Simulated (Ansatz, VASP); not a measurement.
## In7CoSb8: VASP beside Ansatz

```
CELL_PARAMETERS angstrom
0.00000 6.47820 6.47820
6.47820 0.00000 6.47820
6.47820 6.47820 0.00000
ATOMIC_POSITIONS crystal
Co 0.00000 0.00000 0.00000
In 0.00414 0.00414 0.49586
In 0.00414 0.49586 0.00414
In 0.00414 0.49586 0.49586
In 0.49586 0.00414 0.00414
In 0.49586 0.00414 0.49586
In 0.49586 0.49586 0.00414
In 0.50000 0.50000 0.50000
Sb 0.11745 0.11745 0.11745
Sb 0.11745 0.11745 0.64765
Sb 0.11745 0.64765 0.11745
Sb 0.12300 0.62567 0.62567
Sb 0.64765 0.11745 0.11745
Sb 0.62567 0.12300 0.62567
Sb 0.62567 0.62567 0.12300
Sb 0.62567 0.62567 0.62567
```

Alike in both runs: task single point; functional PBEsol; k mesh 2 × 2 × 2; occupations gaussian, width 0.05 eV; collinear spin; Hubbard terms Co d U = 4.0 eV.

|  | VASP | Ansatz |
| --- | --- | --- |
| version | VASP 6.6.1 | Ansatz 0.2.0 |
| potentials or method | VASP PAW PBE potentials, release 64 (Co, In_d, Sb), cutoff 520 eV | scalar-relativistic, plane waves, PAW |
| valence electrons in the cell | 140 | 228 |

Ansatz gave:

```
gap on the k mesh at the Fermi level (eV)                     : none
pressure (GPa)                                                : -0.7
rms of the force components (eV/Å)                            : 0.021
net moment per atom (μB)                                      : 0.17
size of the moment on the site where the two differ most (μB) : 2.11
```

Which values does VASP return?

gap on the k mesh at the Fermi level (eV): none; pressure (GPa): -0.7; rms of the force components (eV/Å): 0.005; net moment per atom (μB): 0.15; size of the moment on the site where the two differ most (μB): 2.37.

VASP's potentials were made for PBE, not for PBEsol. Site moments also hang on the region over which each program counts them. The programs project onto different local orbitals, so the same U acts differently, and such runs can settle in different states. Atom by atom the forces differ by 0.021 eV/Å (rms over components). A gap of «none» marks a metal or a gap that the smearing closes. VASP's potentials hold 140 valence electrons a cell and Ansatz's 228, so a difference there can come from the potentials and not from the codes. Ansatz's warnings: filled band counts differ across k points, specified occupation not kept, symmetry narrowed by occupation matrices.

The k mesh is coarse, so the values compare programs but aren't converged. Neither program's run includes spin-orbit coupling.
